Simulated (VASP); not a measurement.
# Mo (I4/mmm) in VASP: notebook

The runs below take Mo through single point, with r2SCAN.

All numbers are computed with VASP 6.6.1; they aren't measurements. Logs are shortened: lines on timing, memory, paths and dates and some standing lists are left out, and cuts for length are marked.

### 1 The cell of the first run

Symmetry: I4/mmm, No. 139, tetragonal system. The conventional cell has a = 3.142 Å, b = 3.142 Å, c = 3.331 Å, α = 90.00°, β = 90.00°, γ = 90.00°. Within 3.7 Å of Mo (site symmetry 4/mmm) lie 14 Mo at 2.78 to 3.33 Å.

### 2 Single point, r2SCAN (strain +0.0600 x Voigt [0, 1, 0, 0, 0, 0])

The input, POSCAR:

```
Mo
1.0
   -1.5710000000      1.6652600000      1.5710000000
    1.5710000000     -1.6652600000      1.5710000000
    1.5710000000      1.6652600000     -1.5710000000
Mo
1
Direct
    0.0000000000      0.0000000000      0.0000000000
```

The input, INCAR.step1:

```
SYSTEM = Mo
  ALGO = Normal
  EDIFF = 1E-4
  ENCUT = 520
  GGA = PE
  ISMEAR = 0
  LASPH = .TRUE.
  LCHARG = .FALSE.
  LREAL = .FALSE.
  LWAVE = .TRUE.
  NBANDS = 13
  NELM = 60
  PREC = Accurate
  SIGMA = 0.15
```

The input, INCAR.step2:

```
SYSTEM = Mo
  ALGO = Normal
  EDIFF = 1E-6
  ENCUT = 520
  ISIF = 2
  ISMEAR = 0
  ISTART = 1
  LASPH = .TRUE.
  LCHARG = .FALSE.
  LMIXTAU = .TRUE.
  LREAL = .FALSE.
  LWAVE = .FALSE.
  METAGGA = R2SCAN
  NBANDS = 13
  NELM = 60
  PREC = Accurate
  SIGMA = 0.15
```

The input, KPOINTS:

```
k-points
0
G
  22 22 22
  0 0 0
```

Potentials or basis: VASP PAW PBE potentials, release 64 (Mo_sv).

Launch:

```
cat potpaw_PBE.64/Mo_sv/POTCAR > POTCAR
cp INCAR.step1 INCAR
mpirun -np 1 vasp_std > vasp.out
cp INCAR.step2 INCAR
mpirun -np 1 vasp_std > vasp.out
```

OUTCAR:

```text
SYSTEM = Mo
   EDIFF = 1E-6
   ENCUT = 520
   ISIF = 2
   ISMEAR = 0
   ISTART = 1
   LASPH = .TRUE.
   LREAL = .FALSE.
   METAGGA = R2SCAN
   NELM = 60
   PREC = Accurate

 ion  position               nearest neighbor table
   1  0.000  0.000  0.000-

  LATTYP: Found a body centered tetragonal cell.
 ALAT       =     3.1420000000
 C/A-ratio  =     1.0600000000

  Lattice vectors:

 A1 = (  -1.5710000000,  -1.6652600000,   1.5710000000)
 A2 = (   1.5710000000,  -1.6652600000,  -1.5710000000)
 A3 = (   1.5710000000,   1.6652600000,   1.5710000000)

Analysis of symmetry for initial positions (statically):
=====================================================================
 Subroutine PRICEL returns:
 Original cell was already a primitive cell.

 Routine SETGRP: Setting up the symmetry group for a
 body centered tetragonal supercell.

 Subroutine GETGRP returns: Found 16 space group operations
 (whereof 16 operations were pure point group operations)
 out of a pool of 16 trial point group operations.

The static configuration has the point symmetry D_4h.

Analysis of symmetry for dynamics (positions and initial velocities):
=====================================================================
 Subroutine PRICEL returns:
 Original cell was already a primitive cell.

 Routine SETGRP: Setting up the symmetry group for a
 body centered tetragonal supercell.

 Subroutine GETGRP returns: Found 16 space group operations
 (whereof 16 operations were pure point group operations)
 out of a pool of 16 trial point group operations.

The dynamic configuration has the point symmetry D_4h.

 Subroutine INISYM returns: Found 16 space group operations
 (whereof 16 operations are pure point group operations),
 and found     1 'primitive' translations

----------------------------------------------------------------------------------------

                                     Primitive cell

  volume of cell :      16.4397

  direct lattice vectors                    reciprocal lattice vectors
    -1.571000000  1.665260000  1.571000000     0.000000000  0.300253414  0.318268619
     1.571000000 -1.665260000  1.571000000     0.318268619  0.000000000  0.318268619
     1.571000000  1.665260000 -1.571000000     0.318268619  0.300253414  0.000000000

  length of vectors
     2.776539729  2.776539729  2.776539729     0.437546599  0.450099797  0.437546599

  position of ions in fractional coordinates (direct lattice)
     0.000000000  0.000000000  0.000000000

  ion indices of the primitive-cell ions
[... 83 lines left out ...]
   TEBEG  =    0.0;   TEEND  =   0.0 temperature during run
   PSTRESS=    0.0 pullay stress
   NELECT =      14.0000    total number of electrons
   NUPDOWN=      -1.0000    fix difference up-down
   EMIN   =  10.00;   EMAX   =-10.00  energy-range for DOS
   EFERMI =   0.00;   METHOD = LEGACY
   ISMEAR =     0;   SIGMA  =   0.15  broadening in eV -4-tet -1-fermi 0-gaus
   EFERMI_NEDOS =   21; number of points for ismear=-14 and -15
   IALGO  =     38    algorithm
   IMIX   =      4    mixing-type and parameters
     AMIX     =   0.40;   BMIX     =  1.00
     AMIX_MAG =   1.60;   BMIX_MAG =  1.00
  volume/ion in A,a.u.               =      16.44       110.94
  Fermi-wavevector in a.u.,A,eV,Ry     =   1.551741  2.932366 32.761491  2.407902
  Thomas-Fermi vector in A             =   2.656217
   LORBIT       =      0    0 simple, 1 ext, 2 COOP (PROOUT), +10 PAW based schemes
   METAGGA = R2SCAN    functional components
   LHFCALC =     F    Hartree Fock is set to
   AEXX    =    0.0000 exact exchange contribution
   IVDW    =     0    specifies the selected vdW correction
   LEPSILON=     F    determine dielectric tensor
   LRPA    =     F    only Hartree local field effects (RPA)
 non-spin polarized calculation
 Gauss-broadening in eV      SIGMA  =   0.15
  energy-cutoff  :      520.00
  volume of cell :       16.44
 maximum number of plane-waves:       458
 NGX is ok and might be reduce to    24
   NGX = 11   NGY = 11   NGZ = 11

 number of electron      13.9999999 magnetization

 Free energy of the ion-electron system (eV)
  ---------------------------------------------------
  ext. energy  EPLUGINS =         0.00000000
  ---------------------------------------------------
  free energy    TOTEN  =       -26.02121359 eV

  energy without entropy =      -26.01449196  energy(sigma->0) =      -26.01785278

 E-fermi :  11.7534     XC(G=0): -14.3182

 val. band max:       11.7476876314   @ k =   0.0909   0.3636  -0.0000
 cond. band min:      11.7536747390   @ k =   0.3182  -0.2727   0.2273
 fundamental gap:      0.0059871076
 Fermi energy:        11.7534156336

 k-point     1 :       0.0000    0.0000    0.0000
  band No.  band energies     occupation
      1     -51.4687      2.00000
      2     -24.0622      2.00000
      3     -24.0515      2.00000
      4     -24.0515      2.00000
      5       4.2591      2.00000
      6      10.2389      2.00000
      7      10.2389      2.00000
      8      10.8833      2.00000
      9      13.1334      0.00000
     10      13.9416      0.00000
     11      26.4546      0.00000
     12      27.5917      0.00000
     13      27.5917      0.00000
[... 354 lines left out ...]
  band No.  band energies     occupation
      1     -51.2332      2.00000
      2     -25.3332      2.00000
      3     -24.4435      2.00000
      4     -24.0667      2.00000
      5       6.5586      2.00000
      6       8.6856      2.00000
      7      12.6229      0.00000
      8      13.0746      0.00000
      9      14.3700      0.00000
     10      16.3776      0.00000
     11      23.0588      0.00000
     12      24.4137      0.00000
     13      29.6915      0.00000

 [... further k-points ...]

------------------------ aborting loop because EDIFF is reached ----------------------------------------

  FORCE on cell =-STRESS in cart. coord.  units (eV):
  Direction    XX          YY          ZZ          XY          YZ          ZX
  --------------------------------------------------------------------------------------
  -------------------------------------------------------------------------------------
  Total       -0.5663147     -2.2270173     -0.5663147      0.0000000      0.0000000      0.0000000
  in kB      -55.1917339   -217.0399933    -55.1917339      0.0000000      0.0000000      0.0000000
  external PRESSURE =    -109.1411537 kB  Pullay stress =       0.0000000 kB

 VOLUME and BASIS-vectors are now :
 -----------------------------------------------------------------------------
  energy-cutoff  :      520.00
  volume of cell :       16.44
      direct lattice vectors                 reciprocal lattice vectors
    -1.571000000  1.665260000  1.571000000     0.000000000  0.300253414  0.318268619
     1.571000000 -1.665260000  1.571000000     0.318268619  0.000000000  0.318268619
     1.571000000  1.665260000 -1.571000000     0.318268619  0.300253414  0.000000000

 POSITION                                       TOTAL-FORCE (eV/Angst)
 -----------------------------------------------------------------------------------
      0.00000      0.00000      0.00000        -0.000000     -0.000000     -0.000000
 -----------------------------------------------------------------------------------
    total drift:                                0.000000      0.000000     -0.000000

  FREE ENERGIE OF THE ION-ELECTRON SYSTEM (eV)
  ---------------------------------------------------
  free  energy   TOTEN  =       -26.0212135931 eV

  energy  without entropy=      -26.0144919602  energy(sigma->0) =      -26.01785278
```

OUTCAR.step1:

```text
SYSTEM = Mo
   EDIFF = 1E-4
   ENCUT = 520
   GGA = PE
   ISMEAR = 0
   LASPH = .TRUE.
[... 603 lines left out ...]
 -----------------------------------------------------------------------------------
      0.00000      0.00000      0.00000        -0.000000      0.000000      0.000000
 -----------------------------------------------------------------------------------
    total drift:                                0.000000      0.000000      0.000000

  FREE ENERGIE OF THE ION-ELECTRON SYSTEM (eV)
  ---------------------------------------------------
  free  energy   TOTEN  =       -10.8895115856 eV

  energy  without entropy=      -10.8819127040  energy(sigma->0) =      -10.88571214
```

It took 2.8 min on 1 thread of Intel Xeon 6975P-C (Granite Rapids), shared host; peak memory 0.28 GiB.

Results:

```yaml
Free_energy: -26.0212 eV
Pressure: -10.9 GPa
Band_gap_on_the_k_mesh: zero (band 7 reaches 15.49 eV, above the bottom of band 8 at 10.71 eV)
```

Stress tensor (GPa, compression positive):
```
 -5.52   0.00   0.00
  0.00 -21.70   0.00
  0.00   0.00  -5.52
```

Caveat: the cell differs from its parent crystal (strain +0.0600 x Voigt [0, 1, 0, 0, 0, 0]); the PAW data sets were made with another functional, which shifts forces and pressure a little.

### 3 Single point, r2SCAN (strain +0.0150 x Voigt [0, 1, 0, 0, 0, 0])

The input, POSCAR:

```
Mo
1.0
   -1.5710000000      1.5945650000      1.5710000000
    1.5710000000     -1.5945650000      1.5710000000
    1.5710000000      1.5945650000     -1.5710000000
Mo
1
Direct
    0.0000000000      0.0000000000      0.0000000000
```

The input, INCAR.step1:

```
ALGO = Normal
EDIFF = 1E-4
ENCUT = 520
GGA = PE
ISMEAR = 0
LASPH = T
LCHARG = F
LREAL = F
LWAVE = T
NBANDS = 13
NELM = 60
PREC = Accurate
SIGMA = 0.15
```

The input, INCAR.step2:

```
ALGO = Normal
EDIFF = 1E-6
ENCUT = 520
ISIF = 2
ISMEAR = 0
ISTART = 1
LASPH = T
LCHARG = T
LELF = T
LMIXTAU = T
LREAL = F
LVHAR = T
LWAVE = F
METAGGA = R2SCAN
NBANDS = 13
NELM = 60
PREC = Accurate
SIGMA = 0.15
```

The input, KPOINTS:

```
k-points
0
Gamma
  22 22 22
```

Potentials or basis: VASP PAW PBE potentials, release 64 (Mo_sv).

Launch:

```
cat potpaw_PBE.64/Mo_sv/POTCAR > POTCAR
cp INCAR.step1 INCAR
mpirun -np 1 vasp_std > vasp.out
cp INCAR.step2 INCAR
mpirun -np 1 vasp_std > vasp.out
```

It took 5.2 min on 1 thread of Intel Xeon Platinum 8488C (Sapphire Rapids), shared host; peak memory 0.26 GiB.

It converged, with:

* Free energy: -26.0786 eV
* Pressure: -0.6 GPa
* Band gap on the k mesh: zero (band 7 reaches 16.50 eV, above the bottom of band 8 at 11.13 eV)

Stress tensor (GPa, compression positive):
```
 1.01  0.00  0.00
 0.00 -3.73  0.00
 0.00  0.00  1.01
```

Levels at points of the mesh, in eV from the Fermi level:
```csv
k point,band 5,band 6,band 7,band 8,band 9,band 10
"(0.00, 0.00, 0.00)",-7.63,-1.46,-1.46,-1.28,1.79,2.02
"(0.50, 0.00, 0.00)",-5.54,-3.48,1.52,1.79,2.56,4.87
"(0.00, 0.50, 0.00)",-5.56,-3.67,1.64,2.03,2.65,4.91
"(0.50, 0.50, 0.50)",-5.60,-5.56,4.08,4.12,4.12,9.15
```

Caveat: the cell differs from its parent crystal (strain +0.0150 x Voigt [0, 1, 0, 0, 0, 0]); the PAW data sets were made with another functional, which shifts forces and pressure a little.

### 4 Single point, r2SCAN (strain +0.0300 x Voigt [0, 1, 0, 0, 0, 0])

The input, POSCAR:

```
Mo
1.0
   -1.5710000000      1.6181300000      1.5710000000
    1.5710000000     -1.6181300000      1.5710000000
    1.5710000000      1.6181300000     -1.5710000000
Mo
1
Direct
    0.0000000000      0.0000000000      0.0000000000
```

The input, INCAR.step1:

```
SYSTEM = Mo
ALGO = Normal ; EDIFF = 1E-4
ENCUT = 520 ; GGA = PE
ISMEAR = 0 ; LASPH = .TRUE.
LCHARG = .FALSE. ; LREAL = .FALSE.
LWAVE = .TRUE. ; NBANDS = 13
NELM = 80 ; PREC = Accurate
SIGMA = 0.15
```

The input, INCAR.step2:

```
SYSTEM = Mo
ALGO = Normal ; EDIFF = 1E-7
ENCUT = 520 ; ISIF = 2
ISMEAR = 0 ; ISTART = 1
LASPH = .TRUE. ; LCHARG = .FALSE.
LMIXTAU = .TRUE. ; LREAL = .FALSE.
LWAVE = .FALSE. ; METAGGA = R2SCAN
NBANDS = 13 ; NELM = 80
PREC = Accurate ; SIGMA = 0.15
```

The input, KPOINTS:

```
k-points
0
G
  22 22 22
  0 0 0
```

Potentials or basis: VASP PAW PBE potentials, release 64 (Mo_sv).

Launch:

```
cat potpaw_PBE.64/Mo_sv/POTCAR > POTCAR
cp INCAR.step1 INCAR
mpirun -np 1 vasp_std > vasp.out
cp INCAR.step2 INCAR
mpirun -np 1 vasp_std > vasp.out
```

OUTCAR:

```text
SYSTEM = Mo
   EDIFF = 1E-7
   ENCUT = 520
   ISIF = 2
   ISMEAR = 0
   ISTART = 1
   LASPH = .TRUE.
   LREAL = .FALSE.
   METAGGA = R2SCAN
   NELM = 80
   PREC = Accurate

 ion  position               nearest neighbor table
   1  0.000  0.000  0.000-

  LATTYP: Found a body centered tetragonal cell.
 ALAT       =     3.1420000000
 C/A-ratio  =     1.0300000000

  Lattice vectors:

 A1 = (  -1.5710000000,  -1.6181300000,   1.5710000000)
 A2 = (   1.5710000000,  -1.6181300000,  -1.5710000000)
 A3 = (   1.5710000000,   1.6181300000,   1.5710000000)

Analysis of symmetry for initial positions (statically):
=====================================================================
 Subroutine PRICEL returns:
 Original cell was already a primitive cell.

 Routine SETGRP: Setting up the symmetry group for a
 body centered tetragonal supercell.

 Subroutine GETGRP returns: Found 16 space group operations
 (whereof 16 operations were pure point group operations)
 out of a pool of 16 trial point group operations.

The static configuration has the point symmetry D_4h.

Analysis of symmetry for dynamics (positions and initial velocities):
=====================================================================
 Subroutine PRICEL returns:
 Original cell was already a primitive cell.

 Routine SETGRP: Setting up the symmetry group for a
 body centered tetragonal supercell.

 Subroutine GETGRP returns: Found 16 space group operations
 (whereof 16 operations were pure point group operations)
 out of a pool of 16 trial point group operations.

The dynamic configuration has the point symmetry D_4h.

 Subroutine INISYM returns: Found 16 space group operations
 (whereof 16 operations are pure point group operations),
 and found     1 'primitive' translations

----------------------------------------------------------------------------------------

                                     Primitive cell

  volume of cell :      15.9744
[... 113 lines left out ...]
   LHFCALC =     F    Hartree Fock is set to
   AEXX    =    0.0000 exact exchange contribution
   IVDW    =     0    specifies the selected vdW correction
   LEPSILON=     F    determine dielectric tensor
   LRPA    =     F    only Hartree local field effects (RPA)
 non-spin polarized calculation
 Gauss-broadening in eV      SIGMA  =   0.15
  energy-cutoff  :      520.00
  volume of cell :       15.97
 maximum number of plane-waves:       443
   NGX = 11   NGY = 11   NGZ = 11

 number of electron      14.0000003 magnetization

 Free energy of the ion-electron system (eV)
  ---------------------------------------------------
  ext. energy  EPLUGINS =         0.00000000
  ---------------------------------------------------
  free energy    TOTEN  =       -26.06833147 eV

  energy without entropy =      -26.06192178  energy(sigma->0) =      -26.06512662

 E-fermi :  12.1959     XC(G=0): -14.4994

 val. band max:       12.1886616904   @ k =  -0.3636   0.3636   0.2273
 cond. band min:      12.2023130947   @ k =  -0.0909   0.4545   0.0455
 fundamental gap:      0.0136514042
 Fermi energy:        12.1958852581

 k-point     1 :       0.0000    0.0000    0.0000
  band No.  band energies     occupation
      1     -51.0209      2.00000
      2     -23.5489      2.00000
      3     -23.5414      2.00000
      4     -23.5414      2.00000
      5       4.6103      2.00000
      6      10.7121      2.00000
      7      10.7121      2.00000
      8      11.0589      2.00000
      9      13.8469      0.00000
     10      14.2876      0.00000
     11      27.2781      0.00000
     12      27.8759      0.00000
     13      27.8759      0.00000
[... 354 lines left out ...]
  band No.  band energies     occupation
      1     -50.7545      2.00000
      2     -24.9397      2.00000
      3     -23.9826      2.00000
      4     -23.5597      2.00000
      5       6.8273      2.00000
      6       8.8783      2.00000
      7      13.2130      0.00000
      8      13.8175      0.00000
      9      14.8862      0.00000
     10      17.0674      0.00000
     11      24.0207      0.00000
     12      24.8767      0.00000
     13      30.3371      0.00000

 [... further k-points ...]

------------------------ aborting loop because EDIFF is reached ----------------------------------------

  FORCE on cell =-STRESS in cart. coord.  units (eV):
  Direction    XX          YY          ZZ          XY          YZ          ZX
  --------------------------------------------------------------------------------------
  -------------------------------------------------------------------------------------
  Total       -0.1311716     -1.0335062     -0.1311716      0.0000000      0.0000000      0.0000000
  in kB      -13.1560208   -103.6568215    -13.1560208      0.0000000      0.0000000      0.0000000
  external PRESSURE =     -43.3229544 kB  Pullay stress =       0.0000000 kB

 VOLUME and BASIS-vectors are now :
 -----------------------------------------------------------------------------
  energy-cutoff  :      520.00
  volume of cell :       15.97
      direct lattice vectors                 reciprocal lattice vectors
    -1.571000000  1.618130000  1.571000000     0.000000000  0.308998659  0.318268619
     1.571000000 -1.618130000  1.571000000     0.318268619  0.000000000  0.318268619
     1.571000000  1.618130000 -1.571000000     0.318268619  0.308998659  0.000000000

 POSITION                                       TOTAL-FORCE (eV/Angst)
 -----------------------------------------------------------------------------------
      0.00000      0.00000      0.00000        -0.000000     -0.000000      0.000000
 -----------------------------------------------------------------------------------
    total drift:                                0.000000     -0.000000      0.000000

  FREE ENERGIE OF THE ION-ELECTRON SYSTEM (eV)
  ---------------------------------------------------
  free  energy   TOTEN  =       -26.0683314652 eV

  energy  without entropy=      -26.0619217835  energy(sigma->0) =      -26.06512662
```

OUTCAR.step1:

```text
SYSTEM = Mo
   EDIFF = 1E-4
   ENCUT = 520
   GGA = PE
   ISMEAR = 0
   LASPH = .TRUE.
[... 602 lines left out ...]
 -----------------------------------------------------------------------------------
      0.00000      0.00000      0.00000         0.000000     -0.000000     -0.000000
 -----------------------------------------------------------------------------------
    total drift:                                0.000000     -0.000000      0.000000

  FREE ENERGIE OF THE ION-ELECTRON SYSTEM (eV)
  ---------------------------------------------------
  free  energy   TOTEN  =       -10.9285135937 eV

  energy  without entropy=      -10.9210982647  energy(sigma->0) =      -10.92480593
```

It took 5.2 min on 1 thread of Intel Xeon Platinum 8488C (Sapphire Rapids), shared host; peak memory 0.27 GiB.

Results:

- Free energy: -26.0683 eV
- Pressure: -4.3 GPa
- Band gap on the k mesh: zero (band 7 reaches 16.16 eV, above the bottom of band 8 at 11.03 eV)

Caveat: the cell differs from its parent crystal (strain +0.0300 x Voigt [0, 1, 0, 0, 0, 0]); the PAW data sets were made with another functional, which shifts forces and pressure a little.

(Part 1 of 2 ends here.)
